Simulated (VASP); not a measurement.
Wanted: the native input for a VASP 6.6.1 run.

```
Task                   : single point
Functional             : PBEsol
Potentials or basis    : VASP PAW PBE potentials, release 64 (Hf_pv, N)
Cutoff                 : 520 eV
k mesh                 : 8 × 8 × 12
Occupations            : tetrahedron
Spin                   : no spin polarisation
Dipole correction      : no
Further INCAR settings : ALGO = Normal; EDIFF = 1e-07; NBANDS = 34
```

The structure of Hf2N lies in POSCAR:

```
Hf2N
1.0
    5.3131240200      0.0000000000      0.0000000000
    0.0000000000      5.3131240200      0.0000000000
    0.0000000000      0.0000000000      3.2420983900
Hf N
4 2
Direct
    0.2955363700      0.2955363700      0.0000000000
    0.7044636300      0.7044636300      0.0000000000
    0.7955363700      0.2044636300      0.5000000000
    0.2044636300      0.7955363700      0.5000000000
    0.0000000000      0.0000000000      0.0000000000
    0.5000000000      0.5000000000      0.5000000000
```

The input as run:

INCAR

```
SYSTEM = Hf2N
ALGO = Normal ; EDIFF = 1E-7
ENCUT = 520 ; GGA = PS
ISIF = 2 ; ISMEAR = -5
LASPH = .True. ; LCHARG = .False.
LREAL = .False. ; LWAVE = .False.
NBANDS = 34 ; NELM = 100
PREC = Accurate ; SIGMA = 0.1
```

KPOINTS

```
k-points
0
Gamma
  8 8 12
  0 0 0
```

Potentials or basis: VASP PAW PBE potentials, release 64 (Hf_pv, N).

Command:

```bash
$ cat potpaw_PBE.64/Hf_pv/POTCAR potpaw_PBE.64/N/POTCAR > POTCAR
$ mpirun -np 1 vasp_std > vasp.out
```

It gave:

| Property | Result |
| --- | --- |
| Pressure | -3.3 GPa |
| Largest force | 0.021 eV/Å |
| Band gap on the k mesh | zero (bands 25 and 26 overlap by 2.66 eV) |

Caveat: the cell stands under tension; the PAW data sets were made with another functional, which shifts forces and pressure a little; spin-orbit coupling is left out, which moves the levels of the heavy elements; tetrahedron occupations give inexact forces and stress in metals.

Run time: 6.6 min on 1 thread of Intel Xeon 8259CL (shared host), peak memory 0.38 GiB.
